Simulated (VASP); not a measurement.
The system is Si2Ni.

```xyz
3
Lattice="0.0000 2.6755 2.6755 2.6755 0.0000 2.6755 2.6755 2.6755 0.0000" Properties=species:S:1:pos:R:3 pbc="T T T"
Si    1.3377    1.3377    1.3377
Si    4.0132    4.0132    4.0132
Ni    0.0000    0.0000    0.0000
```

Base run:

```yaml
Program: VASP 6.6.1
Functional: LDA
Potentials_or_basis: VASP PAW LDA potentials, release 64 (Si, Ni)
Cutoff: 520 eV
k_mesh: 14 × 14 × 14
Occupations: gaussian, width 0.15 eV
Spin: collinear spin, ferromagnetic start
Starting_moments: "[0.0, 0.0, 0.375] μB"
Fixed_moment: 0.375 μB
```

Its results: pressure 0.6 GPa; site moments Si +0.05; Ni +0.19 μB.

Problem. After a change of settings the same cell gave: pressure 2.2 GPa; site moments Si +0.08; Ni +0.29 μB. Which change was it?
A. fixed moment from 0.375 μB to 0.625 μB; moments at the start from [0.0, 0.0, 0.38] to [0.0, 0.0, 0.62]
B. fixed moment from 0.375 μB to 1 μB; moments at the start from [0.0, 0.0, 0.38] to [0.0, 0.0, 1.0]
C. fixed moment from 0.375 μB to 0.125 μB; moments at the start from [0.0, 0.0, 0.38] to [0.0, 0.0, 0.12]
D. fixed moment from 0.375 μB to 0.5 μB; moments at the start from [0.0, 0.0, 0.38] to [0.0, 0.0, 0.5]

Solution. A.

Caveats: the total moment is fixed, so each spin has its own Fermi level.
